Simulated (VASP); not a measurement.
Here is a VASP 6.6.1 calculation.

Contents of INCAR:

```
SYSTEM = TaSi3
PREC = Accurate
ENCUT = 520
EDIFF = 1E-6
ISMEAR = 0
SIGMA = 0.1
LREAL = .False.
LASPH = .True.
NELM = 100
ALGO = Normal
ISIF = 2
LWAVE = .False.
LCHARG = .False.
GGA = PE
NBANDS = 20
```

KPOINTS

```
regular mesh
0
Gamma
  12 12 12
  0 0 0
```

Contents of POSCAR:

```
TaSi3
1.0
    3.8915568079      0.0000000000      0.0000000000
    0.0000000000      3.8915568079      0.0000000000
    0.0000000000      0.0000000000      3.8915568079
Ta Si
1 3
Direct
    0.0000000000      0.0000000000      0.0000000000
    0.0000000000      0.5000000000      0.5000000000
    0.5000000000      0.0000000000      0.5000000000
    0.5000000000      0.5000000000      0.0000000000
```

Potentials or basis: VASP PAW PBE potentials, release 64 (Ta_pv, Si).

Command:

```console
$ cat potpaw_PBE.64/Ta_pv/POTCAR potpaw_PBE.64/Si/POTCAR > POTCAR
$ mpirun -np 1 vasp_std > vasp.out
```

(1) Predict the pressure.

## Answers

(1) 0.0 GPa.
